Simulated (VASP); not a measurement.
Wanted: the native input for a VASP 6.6.1 run.

```yaml
Task: single point
Functional: LDA
Potentials_or_basis: VASP PAW LDA potentials, release 64 (Cd)
Cutoff: 520 eV
k_mesh: 6 × 6 × 6
Occupations: fermi-dirac, width 0.1 eV
Spin: no spin polarisation
Dipole_correction: no
Further_INCAR_settings: ALGO = Normal; EDIFF = 1e-06; NBANDS = 25
```

The structure of Cd lies in POSCAR:

```
Cd
1.0
    4.2167040000      0.0000000000      0.0000000000
    0.0000000000      4.2167040000      0.0000000000
    0.0000000000      0.0000000000      4.2167040000
Cd
3
Direct
    0.0000000000      0.5000000000      0.5000000000
    0.5000000000      0.0000000000      0.5000000000
    0.5000000000      0.5000000000      0.0000000000
```

One way to write it, as run:

INCAR

```
ALGO = Normal ; EDIFF = 1E-6
ENCUT = 520 ; ISIF = 2
ISMEAR = -1 ; LASPH = True
LCHARG = False ; LREAL = False
LWAVE = False ; NBANDS = 25
NELM = 80 ; PREC = Accurate
SIGMA = 0.1
```

KPOINTS

```
k-points
0
Gamma
  6 6 6
```

Potentials or basis: VASP PAW LDA potentials, release 64 (Cd).

Launch:

```bash
$ cat potpaw_LDA.64/Cd/POTCAR > POTCAR
$ mpirun -np 1 vasp_std > vasp.out
```

It gave:

The pressure is -2.3 GPa and the band gap on the k mesh is zero (band 18 reaches 4.31 eV, above the bottom of band 19 at 0.39 eV).

Run time: 16 s on 1 thread of Intel Xeon 8259CL (shared host), peak memory 0.16 GiB.
